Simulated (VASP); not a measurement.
Crystal: FeSi.

```
Fe Si
1.0
     2.67247    0.00000    0.00000
     0.00000    2.67247    0.00000
     0.00000    0.00000    2.67247
Fe Si
1 1
Direct
  0.50000 0.50000 0.50000
  0.00000 0.00000 0.00000
```

This cell differs from its parent crystal: volume scaled by 0.960.

Base run:

- Program: VASP 6.6.1
- Functional: LDA
- Potentials or basis: VASP PAW LDA potentials, release 64 (Fe, Si)
- Cutoff: 520 eV
- k mesh: 16 × 16 × 16
- Occupations: gaussian, width 0.05 eV
- Spin: no spin polarisation

Its results: band gap on the k mesh zero (band 6 reaches 12.57 eV, above the bottom of band 7 at 12.39 eV); pressure 13.2 GPa.

Problem. The run is repeated on the same cell with these changes: potentials or basis from VASP PAW LDA potentials, release 64 (Fe, Si) to VASP PAW LDA potentials, release 64 (Fe_sv, Si); cutoff from 520 eV to 600 eV; further incar settings from ALGO = Normal; EDIFF = 1e-06; NBANDS = 13 to ALGO = Normal; EDIFF = 1e-06; NBANDS = 17; valence electrons from 12 to 20. What comes out?

Solution. Band gap on the k mesh zero (band 10 reaches 16.13 eV, above the bottom of band 11 at 15.96 eV); pressure 10.1 GPa.
